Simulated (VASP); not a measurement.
A run of VASP 6.6.1:

INCAR

```
SYSTEM = Tl2Ga
ALGO = Normal
EDIFF = 1E-6
ENCUT = 520
GGA = PE
ISIF = 2
ISMEAR = 0
LASPH = .True.
LCHARG = .True.
LELF = .True.
LREAL = .False.
LVHAR = .True.
LWAVE = .False.
NBANDS = 26
NELM = 80
PREC = Accurate
SIGMA = 0.1
```

The input KPOINTS:

```
k-points
0
Gamma
  6 6 4
  0 0 0
```

Contents of POSCAR:

```
Tl2Ga
1.0
    4.2351239504      0.0000000000      0.0000000000
   -2.1175619752      3.6677249292      0.0000000000
    0.0000000000      0.0000000000      4.5728082521
Tl Ga
2 1
Direct
    0.3333333333      0.6666666667      0.5000000000
    0.6666666667      0.3333333333      0.5000000000
    0.0000000000      0.0000000000      0.0000000000
```

Potentials or basis: VASP PAW PBE potentials, release 64 (Tl_d, Ga_d).

Run with:

```sh
$ cat potpaw_PBE.64/Tl_d/POTCAR potpaw_PBE.64/Ga_d/POTCAR > POTCAR
$ mpirun -np 1 vasp_std > vasp.out
```

Hardware: 1 thread of Intel(R) Xeon(R) 6975P-C (Granite Rapids), with other jobs on the host.

Q: How long does it take, and how much memory?

A: Run time: 13 s on 1 thread of Intel(R) Xeon(R) 6975P-C (Granite Rapids) (shared host), peak memory 0.2 GiB. Counts: scf iterations 11, k points 21.
